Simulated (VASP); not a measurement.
# CdS (P6_3mc) in VASP: settings compared

Aim: see how the results for CdS move with the level of theory and the settings. Levels: PBE, r2SCAN. Tasks: single point, relaxation of cell and atoms.

Everything below comes from runs of VASP 6.6.1. Logs are shortened: lines on timing, memory, paths and dates and some standing lists are left out, and cuts for length are marked.

## Step 1: The cell of the first run

It takes space group P6_3mc (No. 186, hexagonal). The conventional cell has a = 4.165 Å, b = 4.165 Å, c = 6.766 Å, α = 90.00°, β = 90.00°, γ = 120.00°. Cd (site symmetry 3m) has 4 S at 2.54 to 2.55 Å within 3.4 Å. S (site symmetry 3m) has 4 Cd at 2.54 to 2.55 Å within 3.4 Å.

## Step 2: Single point, PBE, non-collinear spin, zero start, spin-orbit coupling

File INCAR:

```
SYSTEM = CdS
PREC = Accurate
ENCUT = 520
EDIFF = 1E-6
ISMEAR = -1
SIGMA = 0.02
LREAL = .FALSE.
LASPH = .TRUE.
NELM = 150
ALGO = Normal
ISIF = 2
LWAVE = .FALSE.
LCHARG = .FALSE.
MAGMOM = 0 0 0 0 0 0 0 0 0 0 0 0
LORBIT = 11
LSORBIT = .TRUE.
GGA_COMPAT = .FALSE.
LORBMOM = .TRUE.
GGA = PE
NBANDS = 50
```

File KPOINTS:

```
Automatic mesh
0
G
  12 12 4
  0 0 0
```

File POSCAR:

```
CdS
1.0
    4.1645590945      0.0000000000      0.0000000000
   -2.0822795473      3.6066139714      0.0000000000
    0.0000000000      0.0000000000      6.7662377200
Cd S
2 2
Direct
    0.6666666667      0.3333333333      0.5000478141
    0.3333333333      0.6666666667      0.0000478141
    0.6666666667      0.3333333333      0.8769521859
    0.3333333333      0.6666666667      0.3769521859
```

Potentials or basis: VASP PAW PBE potentials, release 64 (Cd, S).

Started as:

```sh
> cat potpaw_PBE.64/Cd/POTCAR potpaw_PBE.64/S/POTCAR > POTCAR
> mpirun -np 1 vasp_ncl > vasp.out
```

OUTCAR:

```text
SYSTEM = CdS
   PREC = Accurate
   ENCUT = 520
   EDIFF = 1E-6
   ISMEAR = -1
   LREAL = .FALSE.
   LASPH = .TRUE.
   NELM = 150
   ISIF = 2
   LORBIT = 11
   LSORBIT = .TRUE.
   GGA = PE

 ion  position               nearest neighbor table
   1  0.667  0.333  0.500-   4 2.54   4 2.54   4 2.54   3 2.55
   2  0.333  0.667  0.000-   3 2.54   3 2.54   3 2.54   4 2.55
   3  0.667  0.333  0.877-   2 2.54   2 2.54   2 2.54   1 2.55
   4  0.333  0.667  0.377-   1 2.54   1 2.54   1 2.54   2 2.55

  LATTYP: Found a hexagonal cell.
 ALAT       =     4.1645590945
 C/A-ratio  =     1.6247188637

  Lattice vectors:

 A1 = (   4.1645590945,   0.0000000000,   0.0000000000)
 A2 = (  -2.0822795473,   3.6066139714,   0.0000000000)
 A3 = (   0.0000000000,   0.0000000000,   6.7662377200)

Analysis of symmetry for initial positions (statically):
=====================================================================
 Subroutine PRICEL returns:
 Original cell was already a primitive cell.

 Routine SETGRP: Setting up the symmetry group for a
 hexagonal supercell.

 Subroutine GETGRP returns: Found 12 space group operations
 (whereof  6 operations were pure point group operations)
 out of a pool of 24 trial point group operations.

The static configuration has the point symmetry C_3v.
 The point group associated with its full space group is C_6v.

Analysis of symmetry for dynamics (positions and initial velocities):
=====================================================================
 Subroutine PRICEL returns:
 Original cell was already a primitive cell.

 Routine SETGRP: Setting up the symmetry group for a
 hexagonal supercell.

 Subroutine GETGRP returns: Found 12 space group operations
 (whereof  6 operations were pure point group operations)
 out of a pool of 24 trial point group operations.

The dynamic configuration has the point symmetry C_3v.
 The point group associated with its full space group is C_6v.

Analysis of structural, dynamic, and magnetic symmetry:
=====================================================================
 Subroutine PRICEL returns:
 Original cell was already a primitive cell.

 Routine SETGRP: Setting up the symmetry group for a
 hexagonal supercell.

 Subroutine GETGRP returns: Found 12 space group operations
 (whereof  6 operations were pure point group operations)
 out of a pool of 24 trial point group operations.

The overall configuration has the point symmetry C_3v.
 The point group associated with its full space group is C_6v.

 Subroutine INISYM returns: Found 12 space group operations
 (whereof  6 operations are pure point group operations),
 and found     1 'primitive' translations

----------------------------------------------------------------------------------------

                                     Primitive cell

  volume of cell :     101.6286

  direct lattice vectors                    reciprocal lattice vectors
     4.164559095  0.000000000  0.000000000     0.240121458  0.138634188  0.000000000
    -2.082279547  3.606613971  0.000000000     0.000000000  0.277268376  0.000000000
     0.000000000  0.000000000  6.766237720     0.000000000  0.000000000  0.147792620

  length of vectors
     4.164559095  4.164559095  6.766237720     0.277268376  0.277268376  0.147792620

  position of ions in fractional coordinates (direct lattice)
     0.666666667  0.333333333  0.500047814
     0.333333333  0.666666667  0.000047814
     0.666666667  0.333333333  0.876952186
     0.333333333  0.666666667  0.376952186

  ion indices of the primitive-cell ions
   primitive index   ion index
                 1           1
                 2           2
                 3           3
                 4           4

----------------------------------------------------------------------------------------

 KPOINTS: Automatic mesh

Automatic generation of k-mesh.
 Grid dimensions read from file:
 generate k-points for:   12   12    4

 Generating k-lattice:

  Cartesian coordinates                     Fractional coordinates (reciprocal lattice)
     0.020010121  0.011552849  0.000000000     0.083333333  0.000000000  0.000000000
     0.000000000  0.023105698  0.000000000     0.000000000  0.083333333  0.000000000
     0.000000000  0.000000000  0.036948155     0.000000000  0.000000000  0.250000000

  Length of vectors
     0.023105698  0.023105698  0.036948155

  Shift w.r.t. Gamma in fractional coordinates (k-lattice)
     0.000000000  0.000000000  0.000000000

 Subroutine IBZKPT returns following result:
 ===========================================

 Found     76 irreducible k-points:

 Following reciprocal coordinates:
            Coordinates               Weight
  0.000000  0.000000  0.000000      1.000000
  0.083333  0.000000  0.000000      6.000000
  0.166667  0.000000  0.000000      6.000000
[... 58 lines left out ...]
   IMIX   =      4    mixing-type and parameters
     AMIX     =   0.40;   BMIX     =  1.00
[... 63 lines left out ...]
  external PRESSURE =      16.5842540 kB  Pullay stress =       0.0000000 kB

 VOLUME and BASIS-vectors are now :
 -----------------------------------------------------------------------------
  energy-cutoff  :      520.00
  volume of cell :      101.63
      direct lattice vectors                 reciprocal lattice vectors
     4.164559095  0.000000000  0.000000000     0.240121458  0.138634188  0.000000000
    -2.082279547  3.606613971  0.000000000     0.000000000  0.277268376  0.000000000
     0.000000000  0.000000000  6.766237720     0.000000000  0.000000000  0.147792620

 POSITION                                       TOTAL-FORCE (eV/Angst)
 -----------------------------------------------------------------------------------
      2.08228      1.20220      3.38344         0.000000      0.000000      0.000904
     -0.00000      2.40441      0.00032        -0.000000     -0.000000      0.000904
      2.08228      1.20220      5.93367        -0.000000      0.000000     -0.000904
     -0.00000      2.40441      2.55055         0.000000     -0.000000     -0.000904
 -----------------------------------------------------------------------------------
    total drift:                               -0.000000      0.000000     -0.000615

  FREE ENERGIE OF THE ION-ELECTRON SYSTEM (eV)
  ---------------------------------------------------
  free  energy   TOTEN  =       -12.3419906939 eV

  energy  without entropy=      -12.3419906939  energy(sigma->0) =      -12.34199069

 orbital moment (x)

 # of ion     p       d       tot
 ----------------------------------------
  1        -0.000   0.000   0.000
  2         0.000  -0.000  -0.000
  3         0.000   0.000   0.000
  4        -0.000   0.000  -0.000
 ----------------------------------------
            0.000  -0.000  -0.000

 orbital moment (y)

 # of ion     p       d       tot
 ----------------------------------------
  1         0.000   0.000   0.000
  2        -0.000  -0.000  -0.000
  3         0.000   0.000   0.000
  4        -0.000   0.000  -0.000
 ----------------------------------------
           -0.000  -0.000  -0.000

 orbital moment (z)

 # of ion     p       d       tot
 ----------------------------------------
  1         0.000   0.000   0.000
  2         0.000  -0.000  -0.000
  3         0.000   0.000   0.000
  4         0.000   0.000   0.000
 ----------------------------------------
            0.000   0.000   0.000

 Spin-Orbit-Coupling matrix elements

 Ion:    1  E_soc:     -0.0562722
 l=   1
     0.0000000    -0.0023863    -0.0024060
    -0.0023863     0.0000000    -0.0023863
    -0.0024060    -0.0023863     0.0000000
 l=   2
     0.0000000    -0.0013908     0.0000000    -0.0013908    -0.0056108
    -0.0013908     0.0000000    -0.0042023    -0.0013787    -0.0013908
     0.0000000    -0.0042023     0.0000000    -0.0042023     0.0000000
    -0.0013908    -0.0013787    -0.0042023     0.0000000    -0.0013908
    -0.0056108    -0.0013908     0.0000000    -0.0013908     0.0000000
 l=   3
     0.0000000     0.0000000     0.0000000     0.0000000     0.0000000     0.0000000     0.0000000
     0.0000000     0.0000000     0.0000000     0.0000000     0.0000000     0.0000000     0.0000000
     0.0000000     0.0000000     0.0000000     0.0000000     0.0000000     0.0000000     0.0000000
     0.0000000     0.0000000     0.0000000     0.0000000     0.0000000     0.0000000     0.0000000
[... 49 lines left out ...]
 l=   2
     0.0000000     0.0000000     0.0000000     0.0000000     0.0000000
     0.0000000     0.0000000     0.0000000     0.0000000     0.0000000
     0.0000000     0.0000000     0.0000000     0.0000000     0.0000000
     0.0000000     0.0000000     0.0000000     0.0000000     0.0000000
     0.0000000     0.0000000     0.0000000     0.0000000     0.0000000
 l=   3
     0.0000000     0.0000000     0.0000000     0.0000000     0.0000000     0.0000000     0.0000000
     0.0000000     0.0000000     0.0000000     0.0000000     0.0000000     0.0000000     0.0000000
     0.0000000     0.0000000     0.0000000     0.0000000     0.0000000     0.0000000     0.0000000
     0.0000000     0.0000000     0.0000000     0.0000000     0.0000000     0.0000000     0.0000000
     0.0000000     0.0000000     0.0000000     0.0000000     0.0000000     0.0000000     0.0000000
     0.0000000     0.0000000     0.0000000     0.0000000     0.0000000     0.0000000     0.0000000
     0.0000000     0.0000000     0.0000000     0.0000000     0.0000000     0.0000000     0.0000000

 total charge

# of ion       s       p       d       tot
------------------------------------------
    1        0.420   0.313   9.565  10.298
    2        0.420   0.313   9.565  10.298
    3        1.324   2.394   0.000   3.718
    4        1.324   2.394   0.000   3.718
--------------------------------------------------
tot          3.488   5.415  19.130  28.033

 magnetization (x)

# of ion       s       p       d       tot
------------------------------------------
    1        0.000  -0.000   0.000   0.000
    2       -0.000   0.000   0.000   0.000
    3        0.000   0.000   0.000   0.000
    4        0.000  -0.000   0.000  -0.000
--------------------------------------------------
tot          0.000  -0.000   0.000   0.000

 magnetization (y)

# of ion       s       p       d       tot
------------------------------------------
    1        0.000   0.000   0.000   0.000
    2       -0.000   0.000   0.000  -0.000
    3        0.000  -0.000   0.000  -0.000
    4        0.000   0.000   0.000   0.000
--------------------------------------------------
tot         -0.000  -0.000   0.000  -0.000

 magnetization (z)

# of ion       s       p       d       tot
------------------------------------------
    1       -0.000   0.000   0.000   0.000
    2        0.000  -0.000   0.000   0.000
    3        0.000   0.000   0.000   0.000
    4       -0.000   0.000   0.000  -0.000
--------------------------------------------------
tot          0.000   0.000   0.000   0.000
```

It took 5.5 min on 1 thread of Intel Xeon 6975P-C (Granite Rapids), shared host; peak memory 0.76 GiB.

Results:

* Free energy: -12.3420 eV
* Pressure: 1.7 GPa
* Net moment: 0.00 μB per cell
* Valence electrons inside the program's atomic spheres: Cd 10.30; S 3.72

Moments on the atoms (μB; x, y, z):
```
Cd  0.00 0.00 0.00
Cd  0.00 0.00 0.00
S   0.00 0.00 0.00
S   0.00 0.00 0.00
```

## Step 3: Single point, r2SCAN

POSCAR is that of step 2.

File INCAR.step1:

```
SYSTEM = CdS
PREC     = Accurate       ! precision mode
ENCUT    = 520            ! plane-wave cutoff, eV
ISMEAR   = 0              ! smearing method
SIGMA    = 0.01           ! smearing width, eV
LREAL    = .FALSE.        ! projectors in reciprocal space
LASPH    = .TRUE.         ! aspherical terms in the spheres
NELM     = 100            ! most SCF steps
NBANDS   = 26             ! bands
GGA      = PE             ! functional
ALGO     = Normal         ! electronic algorithm
EDIFF    = 1E-4           ! SCF threshold, eV
LWAVE    = .TRUE.         ! write WAVECAR
LCHARG   = .FALSE.        ! write CHGCAR
```

File INCAR.step2:

```
SYSTEM = CdS
PREC     = Accurate       ! precision mode
ENCUT    = 520            ! plane-wave cutoff, eV
EDIFF    = 1E-6           ! SCF threshold, eV
ISMEAR   = 0              ! smearing method
SIGMA    = 0.01           ! smearing width, eV
LREAL    = .FALSE.        ! projectors in reciprocal space
LASPH    = .TRUE.         ! aspherical terms in the spheres
NELM     = 100            ! most SCF steps
ALGO     = Normal         ! electronic algorithm
ISIF     = 2              ! what is computed and relaxed
LWAVE    = .FALSE.        ! write WAVECAR
LCHARG   = .FALSE.        ! write CHGCAR
METAGGA  = R2SCAN         ! meta-GGA
LMIXTAU  = .TRUE.       
NBANDS   = 26             ! bands
ISTART   = 1
```

KPOINTS is that of step 2.

Potentials or basis: VASP PAW PBE potentials, release 64 (Cd, S).

Started as:

```sh
> cat potpaw_PBE.64/Cd/POTCAR potpaw_PBE.64/S/POTCAR > POTCAR
> cp INCAR.step1 INCAR
> mpirun -np 1 vasp_std > vasp.out
> cp INCAR.step2 INCAR
> mpirun -np 1 vasp_std > vasp.out
```

Run time: 5.3 min. Hardware: 1 thread of AMD EPYC 9R45 (Zen 5), shared host; peak memory 0.28 GiB.

The run converged. Its results:

```
Free energy            : -59.3825 eV
Pressure               : 0.3 GPa
Band gap on the k mesh : 1.63 eV
```

Levels at points of the mesh, in eV from the valence-band top:
| k point | band 14 | band 15 | band 16 | band 17 | band 18 | band 19 | band 20 | band 21 | band 22 | band 23 |
| --- | --- | --- | --- | --- | --- | --- | --- | --- | --- | --- |
| (0.00, 0.00, 0.00) | -0.74 | -0.74 | -0.04 | 0.00 | 0.00 | 1.63 | 3.22 | 6.99 | 6.99 | 7.33 |
| (0.50, 0.00, 0.00) | -3.45 | -2.60 | -1.85 | -1.26 | -0.74 | 4.15 | 4.25 | 5.43 | 6.84 | 7.51 |
| (0.00, 0.00, 0.50) | -2.41 | -0.38 | -0.38 | -0.38 | -0.38 | 3.26 | 3.26 | 6.62 | 6.62 | 7.33 |
| (0.50, 0.00, 0.50) | -4.07 | -1.33 | -1.33 | -1.30 | -1.30 | 3.87 | 3.87 | 5.79 | 5.79 | 8.34 |

Caveat: the PAW data sets were made with another functional, which shifts forces and pressure a little. A k mesh can miss the band edges.

## Step 4: Relaxation of cell and atoms, r2SCAN

This run uses another cell than the first one, of 26.05 Å³/atom.

File POSCAR:

```
CdS
1.0
    4.1973182380      0.0000000000      0.0000000000
   -2.0986591190      3.6349842219      0.0000000000
    0.0000000000      0.0000000000      6.8307330494
Cd S
2 2
Direct
    0.6666666667      0.3333333333      0.5002556882
    0.3333333333      0.6666666667      0.0002556882
    0.6666666667      0.3333333333      0.8767443118
    0.3333333333      0.6666666667      0.3767443118
```

File INCAR.step1:

```
PREC = Accurate ; ENCUT = 600
ISMEAR = -1 ; SIGMA = 0.02
LREAL = False ; LASPH = True
NELM = 60 ; GGA = PE
ALGO = Normal ; EDIFF = 1E-4
LWAVE = True ; LCHARG = False
```

File INCAR.step2:

```
PREC = Accurate ; ENCUT = 600
EDIFF = 1E-6 ; ISMEAR = -1
SIGMA = 0.02 ; LREAL = False
LASPH = True ; NELM = 60
ALGO = Normal ; ISIF = 3
LWAVE = False ; LCHARG = False
METAGGA = R2SCAN ; LMIXTAU = True
IBRION = 2 ; NSW = 80
EDIFFG = -0.005 ; ISTART = 1
```

File KPOINTS:

```
Automatic mesh
0
Gamma
  6 6 4
```

Started as:

```sh
> cat potpaw_PBE.64/Cd/POTCAR potpaw_PBE.64/S/POTCAR > POTCAR
> cp INCAR.step1 INCAR
> mpirun -np 1 vasp_std > vasp.out
> cp INCAR.step2 INCAR
> mpirun -np 1 vasp_std > vasp.out
```

Run time: 4.9 min. Hardware: 1 thread of AMD EPYC 9R45 (Zen 5), shared host; peak memory 0.28 GiB.

Results (log left out):

```
Free energy                           : -59.3826 eV
Relaxed volume                        : 25.51 Å³/atom
Relaxed cell                          : a = 4.168 Å, b = 4.168 Å, c = 6.781 Å, α = 90.00°, β = 90.00°, γ = 120.00°
Space group after relaxing (to 0.1 Å) : P6_3mc (No. 186)
Energy gained by relaxing             : 2.1 meV/atom
Ionic steps                           : 3
Pressure after relaxing               : 0.0 GPa
Largest force after relaxing          : 0.003 eV/Å
Band gap on the k mesh                : 1.61 eV
```

Forces in eV/Å, atoms in the order of the input:
```
Cd   0.000  0.000 -0.003
Cd   0.000  0.000 -0.003
S    0.000  0.000  0.003
S    0.000  0.000  0.003
```

The path:
```tsv
step	energy change (eV)	largest force (eV/Å)	pressure (GPa)	volume (Å³)
1	0.0000	0.0032	-1.21	104.22
2	-0.0073	0.0031	0.48	101.28
3	-0.0084	0.0032	0.00	102.05
```

Final structure:
```yaml
crystal:
  lattice:
    - [4.16841, 0.00000, 0.00000]
    - [-2.08421, 3.60995, 0.00000]
    - [0.00000, 0.00000, 6.78145]
  atoms:
    - { symbol: Cd, position: [0.66667, 0.33333, 0.50024] }
    - { symbol: Cd, position: [0.33333, 0.66667, 0.00024] }
    - { symbol: S, position: [0.66667, 0.33333, 0.87676] }
    - { symbol: S, position: [0.33333, 0.66667, 0.37676] }
```

Levels at points of the mesh, in eV from the valence-band top:
```csv
k point,band 16,band 17,band 18,band 19,band 20,band 21
"(0.00, 0.00, 0.00)",-0.04,0.00,0.00,1.61,3.22,6.99
"(0.50, 0.00, 0.00)",-1.83,-1.26,-0.74,4.14,4.25,5.42
"(0.00, 0.00, 0.50)",-0.38,-0.38,-0.38,3.26,3.26,6.61
"(0.50, 0.00, 0.50)",-1.31,-1.30,-1.30,3.86,3.86,5.79
```

Caveat: the PAW data sets were made with another functional, which shifts forces and pressure a little.

## Step 5: Summary

```csv
task,level,spin,cell,k mesh,cutoff (eV),smearing,gap on the mesh (eV),pressure (GPa)
single point,PBE,"non-collinear, zero start, SOC","a = 4.165, b = 4.165, c = 6.766 Å, angles 90.0, 90.0, 120.0°, 4 atoms",12 × 12 × 4,520,fermi-dirac 0.02 eV,-,1.7
single point,r2SCAN,off,"a = 4.165, b = 4.165, c = 6.766 Å, angles 90.0, 90.0, 120.0°, 4 atoms",12 × 12 × 4,520,gaussian 0.01 eV,1.63,0.3
relaxation of cell and atoms,r2SCAN,off,"relaxed from a = 4.197, b = 4.197, c = 6.831 Å, angles 90.0, 90.0, 120.0°, 4 atoms",6 × 6 × 4,600,fermi-dirac 0.02 eV,1.61,0.0
```

Alike in all rows: potentials or basis VASP PAW PBE potentials, release 64 (Cd, S).

Caveats: the PAW data sets were made with another functional, which shifts forces and pressure a little (at least some runs).

Absolute energies hang on the potentials; compare differences alone.
